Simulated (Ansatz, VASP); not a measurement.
**One calculation of CaS, two programs**

```
CELL_PARAMETERS angstrom
0.00000 2.84300 2.84300
2.84300 0.00000 2.84300
2.84300 2.84300 0.00000
ATOMIC_POSITIONS crystal
Ca 0.50000 0.50000 0.50000
S 0.00000 0.00000 0.00000
```

Alike in both runs: task single point; functional PBE; dispersion D3(BJ); k mesh 8 × 8 × 8; occupations gaussian, width 0.05 eV; no spin polarisation.

|  | VASP | Ansatz |
| --- | --- | --- |
| version | VASP 6.6.1 | Ansatz 0.2.0 |
| potentials or method | VASP PAW PBE potentials, release 64 (Ca_sv, S), cutoff 500 eV | scalar-relativistic, plane waves, PAW |
| valence electrons in the cell | 16 | 16 |

VASP gave:

```
gap on the k mesh at the Fermi level (eV) : 2.35
least direct gap on the mesh (eV)         : 3.16
pressure (GPa)                            : -1.5
```

Question: What did Ansatz give for the same quantities?

Answer: gap on the k mesh at the Fermi level (eV): 2.35; least direct gap on the mesh (eV): 3.16; pressure (GPa): -1.6.
